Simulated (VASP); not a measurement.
Cu:

```
Cu
1.0
     0.00000    1.84295    1.84295
     1.84295    0.00000    1.84295
     1.84295    1.84295    0.00000
Cu
1
Direct
  0.00000 0.00000 0.00000
```

Base run:

```yaml
Program: VASP 6.6.1
Functional: RPBE
Potentials_or_basis: VASP PAW PBE potentials, release 64 (Cu)
Cutoff: 600 eV
k_mesh: 13 × 13 × 13
Occupations: fermi-dirac, width 0.05 eV
Spin: no spin polarisation
```

Its results: pressure -0.8 GPa.

Question: The run is repeated on the same cell with these changes: dispersion from none to D3(BJ). What comes out?

Answer: Pressure -36.5 GPa.

Dispersion adds attraction, which lowers the pressure at fixed volume and, as a term added to the energy, leaves the levels alone.

Caveats: the PAW data sets were made with another functional, which shifts forces and pressure a little; pairwise dispersion overbinds metals, which lowers pressure and volume (some runs).
